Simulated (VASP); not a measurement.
Cs: single point with PBEsol

Cs:

```
Cs
1.0
     3.80873    0.00000    0.00000
    -1.90436    3.29846    0.00000
     0.00000    0.00000    6.35499
Cs
2
Cartesian
  1.9044 1.0995 4.7662
  0.0000 2.1990 1.5887
```

This isn't the form of Cs at room conditions, which is bcc.

- Program: VASP 6.6.1
- Task: single point
- Functional: PBEsol
- Potentials or basis: VASP PAW PBE potentials, release 64 (Cs_sv)
- Cutoff: 520 eV
- k mesh: 6 × 6 × 3
- Occupations: fermi-dirac, width 0.05 eV
- Spin: no spin polarisation
- Dipole correction: no
- Further INCAR settings: ALGO = Normal; EDIFF = 1e-06; NBANDS = 16

- Pressure: 5.1 GPa
- Band gap on the k mesh: zero (bands 9 and 10 overlap by 0.82 eV)

Levels at points of the mesh, in eV from the Fermi level:
```tsv
k point	band 7	band 8	band 9	band 10	band 11	band 12
(0.00, 0.00, 0.00)	-9.57	-9.57	-1.79	-0.57	2.63	2.84
(0.50, 0.00, 0.00)	-10.25	-9.92	-0.73	-0.28	0.08	2.66
```

It took 5.6 s on 1 thread of Intel(R) Xeon(R) 6975P-C (Granite Rapids), on a shared host, peak memory 0.18 GiB.

Caveat: the cell stands under pressure; the PAW data sets were made with another functional, which shifts forces and pressure a little; spin-orbit coupling is left out, which moves the levels of the heavy elements.
